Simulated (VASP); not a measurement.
## Rb: relaxation of cell and atoms with PBE

The system is Rb.

```xyz
1
Lattice="0.0000 2.5553 2.5553 2.5553 0.0000 2.5553 2.5553 2.5553 0.0000" Properties=species:S:1:pos:R:3 pbc="T T T"
Rb    0.0000    0.0000    0.0000
```

This isn't the form of Rb at room conditions, which is bcc.

```
Program                : VASP 6.6.1
Task                   : relaxation of cell and atoms
Functional             : PBE
Potentials or basis    : VASP PAW PBE potentials, release 64 (Rb_sv)
Cutoff                 : 600 eV
k mesh                 : 11 × 11 × 11
Occupations            : fermi-dirac, width 0.03 eV
Spin                   : no spin polarisation
Dipole correction      : no
Further INCAR settings : ALGO = Normal; EDIFF = 1e-07; IBRION = 2; EDIFFG = -0.005; NSW = 100; ISIF = 3
```

```json
{
  "Relaxed volume": "90.34 Å³/atom",
  "Relaxed cell": "a = 5.037 Å, b = 5.037 Å, c = 5.037 Å, α = 60.00°, β = 60.00°, γ = 60.00°",
  "Space group after relaxing (to 0.1 Å)": "Fm-3m (No. 225)",
  "Energy gained by relaxing": "1295.3 meV/atom",
  "Ionic steps": "8",
  "Pressure after relaxing": "0.0 GPa",
  "Band gap on the k mesh": "zero (an odd number of electrons rules out a gap without spin polarisation)"
}
```

The path:
| step | energy change (eV) | largest force (eV/Å) | pressure (GPa) | volume (Å³) |
| --- | --- | --- | --- | --- |
| 1 | 0.0000 | 0.0000 | 13.76 | 33.37 |
| 2 | -0.8767 | 0.0000 | 5.09 | 49.21 |
| 3 | -1.2578 | 0.0000 | 0.85 | 74.03 |
| 4 | -1.2906 | 0.0000 | 0.25 | 83.97 |
| 5 | -1.2953 | 0.0000 | 0.02 | 89.86 |
| 6 | -1.2952 | 0.0000 | -0.03 | 91.38 |
| 7 | -1.2953 | 0.0000 | -0.02 | 91.02 |
| 8 | -1.2953 | 0.0000 | 0.00 | 90.34 |

Final structure:
```yaml
crystal:
  lattice:
    - [0.00000, 3.56137, 3.56137]
    - [3.56137, 0.00000, 3.56137]
    - [3.56137, 3.56137, 0.00000]
  atoms:
    - { symbol: Rb, position: [0.00000, 0.00000, 0.00000] }
```

Levels at points of the mesh, in eV from the Fermi level:
```csv
k point,band 3,band 4,band 5,band 6,band 7,band 8
"(0.00, 0.00, 0.00)",-12.97,-12.97,-2.01,3.57,3.57,3.57
```

It took 100 s on 1 thread of Intel(R) Xeon(R) Platinum 8488C (Sapphire Rapids) (shared host), peak memory 0.17 GiB.

Caveat: the volume moved by over 15 % at a fixed basis, so the end points are rough.
